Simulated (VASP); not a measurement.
LiCuAuO2, 5 atoms in the cell. The typed cell holds 5 atoms: a = 6.691 Å, b = 6.691 Å, c = 6.691 Å, α = 28.32°, β = 28.32°, γ = 28.32°.  This cell differs from its parent crystal: atoms moved at random.

```yaml
Program: VASP 6.6.1
Task: single point
Functional: PBE
Potentials_or_basis: VASP PAW PBE potentials, release 64 (Au, Cu, O, Li_sv)
Cutoff: 520 eV
k_mesh: 9 × 9 × 9
Occupations: fermi-dirac, width 0.05 eV
Spin: no spin polarisation
Dipole_correction: no
Further_INCAR_settings: ALGO = Normal; EDIFF = 1e-06; NBANDS = 26
```

Potentials or basis: VASP PAW PBE potentials, release 64 (Au, Cu, O, Li_sv).

Command:

```bash
$ cat potpaw_PBE.64/Au/POTCAR potpaw_PBE.64/Cu/POTCAR potpaw_PBE.64/O/POTCAR potpaw_PBE.64/Li_sv/POTCAR > POTCAR
$ mpirun -np 1 vasp_std > vasp.out
```

Hardware: 1 thread of Intel(R) Xeon(R) Platinum 8488C (Sapphire Rapids) (shared host).

Question: Estimate the wall time of this run.

Answer: It took 42 min on 1 thread of Intel(R) Xeon(R) Platinum 8488C (Sapphire Rapids), with other jobs on the host, peak memory 0.8 GiB. Counts: scf iterations 17, k points 365.
